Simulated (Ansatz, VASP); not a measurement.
Two plane-wave programs on NaCl

Contents of INCAR:

```
ALGO     = Normal         # electronic algorithm
EDIFF    = 1E-7           # SCF threshold, eV
EDIFFG   = -0.005         # ionic threshold
ENCUT    = 500            # plane-wave cutoff, eV
GGA      = RP             # functional
GGA_COMPAT= False        
IBRION   = 2              # ionic algorithm
ISIF     = 3              # what is computed and relaxed
ISMEAR   = 0              # smearing method
LASPH    = True           # aspherical terms in the spheres
LCHARG   = False          # write CHGCAR
LREAL    = False          # projectors in reciprocal space
LWAVE    = False          # write WAVECAR
NELM     = 120            # most SCF steps
NELMIN   = 4            
NSW      = 80             # ionic steps
PREC     = Accurate       # precision mode
SIGMA    = 0.01           # smearing width, eV
```

Contents of KPOINTS:

```
k-points
0
Gamma
  6 6 6
```

Contents of POSCAR:

```
NaCl
1.0
    0.0000000000      2.8100000000      2.8100000000
    2.8100000000      0.0000000000      2.8100000000
    2.8100000000      2.8100000000      0.0000000000
Na Cl
1 1
Direct
    0.0000000000      0.0000000000      0.0000000000
    0.5000000000      0.5000000000      0.5000000000
```

Input for Ansatz:

```yaml
crystal:
  lattice:
    bravais: fcc
    a: 5.62
  space_group: 225
  atoms:
    - { symbol: Na, position: [0.0, 0.0, 0.0] }
    - { symbol: Cl, position: [0.5, 0.0, 0.0] }
  reduce_to_primitive: true
kpoints:
  mp_grid:
    grid: [6, 6, 6]
hamiltonian:
  xc: rpbe
  dispersion: none
scf:
  occupations:
    method: fixed
relax:
  f_tol: 0.005
  cell: {}
```

Alike in both runs: task relaxation of cell and atoms; functional RPBE; k mesh 6 × 6 × 6; no spin polarisation.

```csv
,VASP,Ansatz
version,VASP 6.6.1,Ansatz 0.2.0
potentials or method,"VASP PAW PBE potentials, release 64 (Na_pv, Cl)","plane waves, PAW"
plane-wave cutoff (eV),500,420
occupations,"gaussian, width 0.01 eV",fixed
valence electrons in the cell,14,16
```

|  | VASP | Ansatz | Ansatz less VASP |
| --- | --- | --- | --- |
| relaxed volume (Å³/atom) | 24.79 | 24.91 | +0.127 |
| relaxed length of the cell vector where the two differ most in proportion (Å) | 4.123 | 4.130 | +0.0070 |

VASP's potentials were made for PBE, not for RPBE. VASP's potentials hold 14 valence electrons a cell and Ansatz's 16, so a difference there can come from the potentials and not from the codes.
